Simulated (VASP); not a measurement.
# Bi (Im-3m) in VASP: notebook, part 2 of 3

VASP 6.6.1. The steps go on from the part before.

### Step 3. Single point, r2SCAN

This run uses another cell than the first one, of 31.12 Å³/atom, 1.142 times its volume.

Contents of POSCAR:

```
Bi
1.0
   -1.9814305318      1.9814305318      1.9814305318
    1.9814305318     -1.9814305318      1.9814305318
    1.9814305318      1.9814305318     -1.9814305318
Bi
1
Direct
    0.0000000000      0.0000000000      0.0000000000
```

Contents of INCAR.step1:

```
PREC = Accurate
ENCUT = 550
ISMEAR = 0
SIGMA = 0.1
LREAL = F
LASPH = T
NELM = 120
NBANDS = 14
GGA = PE
ALGO = Normal
EDIFF = 1E-5
LWAVE = T
LCHARG = F
GGA_COMPAT = F
```

Contents of INCAR.step2:

```
PREC = Accurate
ENCUT = 550
EDIFF = 1E-6
ISMEAR = 0
SIGMA = 0.1
LREAL = F
LASPH = T
NELM = 120
ALGO = Normal
ISIF = 2
LWAVE = F
LCHARG = F
METAGGA = R2SCAN
LMIXTAU = T
NBANDS = 14
ISTART = 1
GGA_COMPAT = F
```

Contents of KPOINTS:

```
regular mesh
0
Gamma
  6 6 6
```

Potentials or basis: VASP PAW PBE potentials, release 64 (Bi_d).

Run with:

```
$ cat potpaw_PBE.64/Bi_d/POTCAR > POTCAR
$ cp INCAR.step1 INCAR
$ mpirun -np 1 vasp_std > vasp.out
$ cp INCAR.step2 INCAR
$ mpirun -np 1 vasp_std > vasp.out
```

OUTCAR:

```text
PREC = Accurate
   ENCUT = 550
   EDIFF = 1E-6
   ISMEAR = 0
   LREAL = F
   LASPH = T
   NELM = 120
   ISIF = 2
   METAGGA = R2SCAN
   ISTART = 1

 ion  position               nearest neighbor table
   1  0.000  0.000  0.000-

  LATTYP: Found a body centered cubic cell.
 ALAT       =     3.9628610636

  Lattice vectors:

 A1 = (  -1.9814305318,   1.9814305318,   1.9814305318)
 A2 = (   1.9814305318,  -1.9814305318,   1.9814305318)
 A3 = (   1.9814305318,   1.9814305318,  -1.9814305318)

Analysis of symmetry for initial positions (statically):
=====================================================================
 Subroutine PRICEL returns:
 Original cell was already a primitive cell.

 Routine SETGRP: Setting up the symmetry group for a
 body centered cubic supercell.

 Subroutine GETGRP returns: Found 48 space group operations
 (whereof 48 operations were pure point group operations)
 out of a pool of 48 trial point group operations.

The static configuration has the point symmetry O_h .

Analysis of symmetry for dynamics (positions and initial velocities):
=====================================================================
 Subroutine PRICEL returns:
 Original cell was already a primitive cell.

 Routine SETGRP: Setting up the symmetry group for a
 body centered cubic supercell.

 Subroutine GETGRP returns: Found 48 space group operations
 (whereof 48 operations were pure point group operations)
 out of a pool of 48 trial point group operations.

The dynamic configuration has the point symmetry O_h .

 Subroutine INISYM returns: Found 48 space group operations
 (whereof 48 operations are pure point group operations),
 and found     1 'primitive' translations

----------------------------------------------------------------------------------------

                                     Primitive cell

  volume of cell :      31.1169

  direct lattice vectors                    reciprocal lattice vectors
    -1.981430532  1.981430532  1.981430532     0.000000000  0.252342937  0.252342937
     1.981430532 -1.981430532  1.981430532     0.252342937  0.000000000  0.252342937
     1.981430532  1.981430532 -1.981430532     0.252342937  0.252342937  0.000000000

  length of vectors
     3.431938353  3.431938353  3.431938353     0.356866804  0.356866804  0.356866804

  position of ions in fractional coordinates (direct lattice)
     0.000000000  0.000000000  0.000000000

  ion indices of the primitive-cell ions
   primitive index   ion index
                 1           1

----------------------------------------------------------------------------------------

 KPOINTS: regular mesh

Automatic generation of k-mesh.
 Grid dimensions read from file:
 generate k-points for:    6    6    6

 Generating k-lattice:

  Cartesian coordinates                     Fractional coordinates (reciprocal lattice)
     0.000000000  0.042057156  0.042057156     0.166666667  0.000000000  0.000000000
     0.042057156  0.000000000  0.042057156     0.000000000  0.166666667  0.000000000
     0.042057156  0.042057156  0.000000000     0.000000000  0.000000000  0.166666667

  Length of vectors
     0.059477801  0.059477801  0.059477801

  Shift w.r.t. Gamma in fractional coordinates (k-lattice)
     0.000000000  0.000000000  0.000000000

 Subroutine IBZKPT returns following result:
 ===========================================

 Found     16 irreducible k-points:

 Following reciprocal coordinates:
            Coordinates               Weight
  0.000000  0.000000  0.000000      1.000000
  0.166667  0.000000  0.000000     12.000000
  0.333333  0.000000  0.000000     12.000000
  0.500000  0.000000  0.000000      6.000000
  0.166667  0.166667  0.000000     24.000000
  0.333333  0.166667 -0.000000     48.000000
[... 8 lines left out ...]
  0.500000  0.500000  0.333333     12.000000
  0.500000  0.500000  0.500000      1.000000
   k-points           NKPTS =     16   k-points in BZ     NKDIM =     16   number of bands    NBANDS=     14
   number of dos      NEDOS =    301   number of ions     NIONS =      1
   total plane-waves  NPLWV =  21952
   dimension x,y,z NGX =    28 NGY =   28 NGZ =   28
   dimension x,y,z NGXF=    56 NGYF=   56 NGZF=   56
   ions per type =               1
   NGX,Y,Z   is equivalent  to a cutoff of  13.56, 13.56, 13.56 a.u.
   NGXF,Y,Z  is equivalent  to a cutoff of  27.13, 27.13, 27.13 a.u.
 SYSTEM =  unknown system
   PREC   = accura    normal or accurate (medium, high low for compatibility)
   ISTART =      1    job   : 0-new  1-cont  2-samecut
   ICHARG =      0    charge: 1-file 2-atom 10-const
   ISPIN  =      1    spin polarized calculation?
   LNONCOLLINEAR =      F non collinear calculations
   LSORBIT =      F    spin-orbit coupling
   LASPH  =      T    aspherical Exc in radial PAW
   ENCUT  =  550.0 eV  40.42 Ry    6.36 a.u.   6.56  6.56  6.56*2*pi/ulx,y,z
   NELM   =    120;   NELMIN=  2; NELMDL=  0     # of ELM steps
   EDIFF  = 0.1E-05   stopping-criterion for ELM
   LREAL  =      F    real-space projection
   EDIFFG = 0.1E-04   stopping-criterion for IOM
   NSW    =      0    number of steps for IOM
   IBRION =     -1    ionic relax: 0-MD 1-quasi-New 2-CG
   NFREE  =      0    steps in history (QN), initial steepest desc. (CG)
   ISIF   =      2    stress and relaxation
   ISYM   =      2    0-nonsym 1-usesym 2-fastsym
   POTIM  = 0.5000    time-step for ionic-motion
   TEBEG  =    0.0;   TEEND  =   0.0 temperature during run
   PSTRESS=    0.0 pullay stress
   NELECT =      15.0000    total number of electrons
   NUPDOWN=      -1.0000    fix difference up-down
   EMIN   =  10.00;   EMAX   =-10.00  energy-range for DOS
   EFERMI =   0.00;   METHOD = LEGACY
   ISMEAR =     0;   SIGMA  =   0.10  broadening in eV -4-tet -1-fermi 0-gaus
   EFERMI_NEDOS =   21; number of points for ismear=-14 and -15
   IALGO  =     38    algorithm
   IMIX   =      4    mixing-type and parameters
     AMIX     =   0.40;   BMIX     =  1.00
     AMIX_MAG =   1.60;   BMIX_MAG =  1.00
  volume/ion in A,a.u.               =      31.12       209.99
  Fermi-wavevector in a.u.,A,eV,Ry     =   1.283630  2.425708 22.418388  1.647705
  Thomas-Fermi vector in A             =   2.415871
   LORBIT       =      0    0 simple, 1 ext, 2 COOP (PROOUT), +10 PAW based schemes
   METAGGA = R2SCAN    functional components
   LHFCALC =     F    Hartree Fock is set to
   AEXX    =    0.0000 exact exchange contribution
   IVDW    =     0    specifies the selected vdW correction
   LEPSILON=     F    determine dielectric tensor
   LRPA    =     F    only Hartree local field effects (RPA)
 non-spin polarized calculation
 Gauss-broadening in eV      SIGMA  =   0.10
  energy-cutoff  :      550.00
  volume of cell :       31.12
 maximum number of plane-waves:       935
 NGX is ok and might be reduce to    28
   NGX = 13   NGY = 13   NGZ = 13

 number of electron      14.9999994 magnetization

 Free energy of the ion-electron system (eV)
  ---------------------------------------------------
  ext. energy  EPLUGINS =         0.00000000
  ---------------------------------------------------
  free energy    TOTEN  =       -58.25293580 eV

  energy without entropy =      -58.24109155  energy(sigma->0) =      -58.24701368

 E-fermi :   7.5193     XC(G=0): -11.0581

 val. band max:        7.5124034160   @ k =   0.3333   0.1667   0.1667
 cond. band min:       8.0169793509   @ k =   0.1667   0.1667   0.1667
 fundamental gap:      0.5045759349
 Fermi energy:         7.5193165699

 k-point     1 :       0.0000    0.0000    0.0000
  band No.  band energies     occupation
      1     -15.9020      2.00000
      2     -15.9020      2.00000
      3     -15.9020      2.00000
      4     -15.7590      2.00000
      5     -15.7590      2.00000
      6      -6.2850      2.00000
      7      13.1798      0.00000
      8      13.1798      0.00000
      9      13.1798      0.00000
     10      17.9623      0.00000
     11      19.1189      0.00000
     12      19.1189      0.00000
     13      19.1189      0.00000
     14      20.0036      0.00000
[... 239 lines left out ...]
 k-point    16 :       0.5000    0.5000    0.5000
  band No.  band energies     occupation
      1     -15.9116      2.00000
      2     -15.9116      2.00000
      3     -15.6883      2.00000
      4     -15.6883      2.00000
      5     -15.6883      2.00000
      6      -0.7290      2.00000
      7       5.8549      2.00000
      8       5.8549      2.00000
      9       5.8549      2.00000
     10      11.8450      0.00000
     11      11.8450      0.00000
     12      24.0684      0.00000
     13      26.5961      0.00000
     14      26.5961      0.00000

------------------------ aborting loop because EDIFF is reached ----------------------------------------

  FORCE on cell =-STRESS in cart. coord.  units (eV):
  Direction    XX          YY          ZZ          XY          YZ          ZX
  --------------------------------------------------------------------------------------
  -------------------------------------------------------------------------------------
  Total        0.0711336      0.0711336      0.0711336      0.0000000     -0.0000000      0.0000000
  in kB        3.6625943      3.6625943      3.6625943      0.0000000     -0.0000000      0.0000000
  external PRESSURE =       3.6625943 kB  Pullay stress =       0.0000000 kB

 VOLUME and BASIS-vectors are now :
 -----------------------------------------------------------------------------
  energy-cutoff  :      550.00
  volume of cell :       31.12
      direct lattice vectors                 reciprocal lattice vectors
    -1.981430532  1.981430532  1.981430532     0.000000000  0.252342937  0.252342937
     1.981430532 -1.981430532  1.981430532     0.252342937  0.000000000  0.252342937
     1.981430532  1.981430532 -1.981430532     0.252342937  0.252342937  0.000000000

 POSITION                                       TOTAL-FORCE (eV/Angst)
 -----------------------------------------------------------------------------------
      0.00000      0.00000      0.00000         0.000000     -0.000000     -0.000000
 -----------------------------------------------------------------------------------
    total drift:                               -0.000000     -0.000000      0.000000

  FREE ENERGIE OF THE ION-ELECTRON SYSTEM (eV)
  ---------------------------------------------------
  free  energy   TOTEN  =       -58.2529357993 eV

  energy  without entropy=      -58.2410915531  energy(sigma->0) =      -58.24701368
```

OUTCAR.step1:

```text
PREC = Accurate
   ENCUT = 550
   ISMEAR = 0
   LREAL = F
   LASPH = T
[... 477 lines left out ...]

 POSITION                                       TOTAL-FORCE (eV/Angst)
 -----------------------------------------------------------------------------------
      0.00000      0.00000      0.00000         0.000000     -0.000000      0.000000
 -----------------------------------------------------------------------------------
    total drift:                               -0.000000     -0.000000     -0.000000

  FREE ENERGIE OF THE ION-ELECTRON SYSTEM (eV)
  ---------------------------------------------------
  free  energy   TOTEN  =        -3.7376580381 eV

  energy  without entropy=       -3.7251869909  energy(sigma->0) =       -3.73142251
```

OSZICAR.step1:

```text
N       E                     dE             d eps       ncg     rms          rms(c)
DAV:   1     0.112753100587E+03    0.11275E+03   -0.79759E+03   466   0.127E+03
DAV:   2     0.295153212858E+01   -0.10980E+03   -0.10661E+03   484   0.342E+02
DAV:   3    -0.357894052048E+01   -0.65305E+01   -0.65152E+01   582   0.798E+01
DAV:   4    -0.373346273966E+01   -0.15452E+00   -0.15447E+00   556   0.128E+01
DAV:   5    -0.374072786653E+01   -0.72651E-02   -0.72650E-02   646   0.259E+00    0.451E-01
DAV:   6    -0.373771618722E+01    0.30117E-02   -0.70942E-03   576   0.116E+00    0.271E-01
DAV:   7    -0.373757412567E+01    0.14206E-03   -0.47213E-03   598   0.926E-01    0.812E-02
DAV:   8    -0.373765853336E+01   -0.84408E-04   -0.48213E-04   606   0.310E-01    0.897E-03
DAV:   9    -0.373765803805E+01    0.49531E-06   -0.83047E-06   428   0.414E-02
   1 F= -.37376580E+01 E0= -.37314225E+01  d E =-.124710E-01
```

Wall time 33 s (1 thread of Intel Xeon Platinum 8259CL at 2.50GHz (Skylake/Cascade Lake), shared host); peak memory 0.16 GiB.

Results:

```
Free energy : -58.2529 eV
Pressure    : 0.4 GPa
```

Caveat: the k points lie up to 0.37 Å⁻¹ apart; the PAW data sets were made with another functional, which shifts forces and pressure a little; spin-orbit coupling is left out, which moves the levels of the heavy elements.

### Step 4. Single point, r2SCAN

Contents of POSCAR:

```
Bi
1.0
   -1.8956252222      1.8956252222      1.8956252222
    1.8956252222     -1.8956252222      1.8956252222
    1.8956252222      1.8956252222     -1.8956252222
Bi
1
Direct
    0.0000000000      0.0000000000      0.0000000000
```

Contents of INCAR.step1:

```
ALGO = Normal
EDIFF = 1E-4
ENCUT = 520
GGA = PE
ISMEAR = 0
LASPH = T
LCHARG = F
LREAL = F
LWAVE = T
NBANDS = 14
NELM = 100
PREC = Accurate
SIGMA = 0.1
```

Contents of INCAR.step2:

```
ALGO = Normal
EDIFF = 1E-6
ENCUT = 520
ISIF = 2
ISMEAR = 0
ISTART = 1
LASPH = T
LCHARG = F
LMIXTAU = T
LREAL = F
LWAVE = F
METAGGA = R2SCAN
NBANDS = 14
NELM = 100
PREC = Accurate
SIGMA = 0.1
```

Contents of KPOINTS:

```
k-points
0
Gamma
  16 16 16
```

Run with:

```
$ cat potpaw_PBE.64/Bi_d/POTCAR > POTCAR
$ cp INCAR.step1 INCAR
$ mpirun -np 1 vasp_std > vasp.out
$ cp INCAR.step2 INCAR
$ mpirun -np 1 vasp_std > vasp.out
```

Wall time 91 s (1 thread of AMD EPYC 9R45 (Zen 5), shared host); peak memory 0.15 GiB.

The run converged. Its results:

```
Free energy : -58.1637 eV
Pressure    : 10.1 GPa
```

Levels at points of the mesh, in eV from the Fermi level:
```
           k point  band 4  band 5  band 6  band 7  band 8  band 9  band 10  band 11
(0.00, 0.00, 0.00)  -23.66  -23.66  -15.16    6.44    6.44    6.44    11.28    11.28
(0.50, 0.00, 0.00)  -23.67  -23.52  -11.06   -6.15    1.86    4.13     7.12     8.39
(0.50, 0.50, 0.50)  -23.56  -23.56   -8.05   -2.29   -2.29   -2.29     3.88     3.88
```

Caveat: the PAW data sets were made with another functional, which shifts forces and pressure a little; spin-orbit coupling is left out, which moves the levels of the heavy elements.

(Continued in part 3 of 3.)
